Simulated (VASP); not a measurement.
Here is a VASP 6.6.1 calculation.

INCAR

```
  PREC = Accurate
  ENCUT = 520
  EDIFF = 1E-8
  ISMEAR = -1
  SIGMA = 0.03
  LREAL = F
  LASPH = T
  NELM = 60
  ALGO = Normal
  ISIF = 2
  LWAVE = F
  LCHARG = F
  GGA = PE
  LEFG = T
  NBANDS = 12
```

KPOINTS

```
regular mesh
0
Gamma
  14 14 14
```

File POSCAR:

```
Y
1.0
    0.0000000000      2.5337378637      2.5337378637
    2.5337378637      0.0000000000      2.5337378637
    2.5337378637      2.5337378637      0.0000000000
Y
1
Direct
    0.0000000000      0.0000000000      0.0000000000
```

Potentials or basis: VASP PAW PBE potentials, release 64 (Y_sv).

Run with:

```sh
$ cat potpaw_PBE.64/Y_sv/POTCAR > POTCAR
$ mpirun -np 1 vasp_std > vasp.out
```

What does it give for the pressure?

-0.2 GPa.

Caveat: without QUAD_EFG the Cq values of the log hold for a quadrupole moment of 1 mb, not for the nuclei.
